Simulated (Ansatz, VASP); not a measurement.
# One calculation of SrCd, two programs

```xyz
2
Lattice="4.0030 0.0000 0.0000 0.0000 4.0030 0.0000 0.0000 0.0000 3.9229" Properties=species:S:1:pos:R:3 pbc="T T T"
Sr    2.0015    2.0015    1.9615
Cd    0.0000    0.0000    0.0000
```

Change from the starting cell: zz strain of -2 %, crystal datasets.

Alike in both runs: task electric field gradients; functional LDA; k mesh 10 × 10 × 10; occupations fermi-dirac, width 0.08 eV; no spin polarisation.

|  | VASP | Ansatz |
| --- | --- | --- |
| version | VASP 6.6.1 | Ansatz 0.2.0 |
| potentials or method | VASP PAW LDA potentials, release 64 (Sr_sv, Cd), cutoff 520 eV | all-electron PAW with datasets made for the crystal, scalar-relativistic |

```csv
,VASP,Ansatz,Ansatz less VASP
pressure (GPa),-1.5,-1.6,-0.11
"traceless stress, the component that is largest in VASP (GPa)",0.39,0.39,0.000
size of Vzz on the site where it differs most (V/Å²),0.5,1.1,+0.67
```

LDA's correlation is that of Perdew and Zunger in VASP and of Perdew and Wang (1992) in Ansatz. Ansatz ran all-electron here, and VASP with PAW potentials.
